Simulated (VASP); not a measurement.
Input of a VASP 6.6.1 run:

Contents of INCAR:

```
SYSTEM = CO2
PREC     = Accurate       ! precision mode
ENCUT    = 1340           ! plane-wave cutoff, eV
EDIFF    = 1E-6           ! SCF threshold, eV
ISMEAR   = 0              ! smearing method
SIGMA    = 0.02           ! smearing width, eV
LREAL    = .False.        ! projectors in reciprocal space
LASPH    = .True.         ! aspherical terms in the spheres
NELM     = 120            ! most SCF steps
ALGO     = Normal         ! electronic algorithm
ISIF     = 2              ! what is computed and relaxed
LWAVE    = .False.        ! write WAVECAR
LCHARG   = .False.        ! write CHGCAR
GGA      = PE             ! functional
IVDW     = 12             ! dispersion correction
NBANDS   = 44             ! bands
GGA_COMPAT= .False.
```

The input KPOINTS:

```
Automatic mesh
0
Gamma
  4 4 4
  0 0 0
```

The input POSCAR:

```
CO2
1.0
    5.7168944752      0.0000000000      0.0000000000
    0.0000000000      5.7168944752      0.0000000000
    0.0000000000      0.0000000000      5.7168944752
C O
4 8
Direct
    0.0000000000      0.0000000000      0.0000000000
    0.5000000000      0.0000000000      0.5000000000
    0.5000000000      0.5000000000      0.0000000000
    0.0000000000      0.5000000000      0.5000000000
    0.1180509314      0.1180509314      0.1180509314
    0.3819490686      0.8819490686      0.6180509314
    0.6180509314      0.3819490686      0.8819490686
    0.8819490686      0.6180509314      0.3819490686
    0.8819490686      0.8819490686      0.8819490686
    0.6180509314      0.1180509314      0.3819490686
    0.3819490686      0.6180509314      0.1180509314
    0.1180509314      0.3819490686      0.6180509314
```

Potentials or basis: VASP PAW PBE potentials, release 64 (C_h, O_h).

The run is started by

```console
$ cat potpaw_PBE.64/C_h/POTCAR potpaw_PBE.64/O_h/POTCAR > POTCAR
$ mpirun -np 1 vasp_std > vasp.out
```

Q: Estimate the pressure.

A: -0.2 GPa.

Q: Estimate the dispersion energy per atom.

A: -0.066 eV.
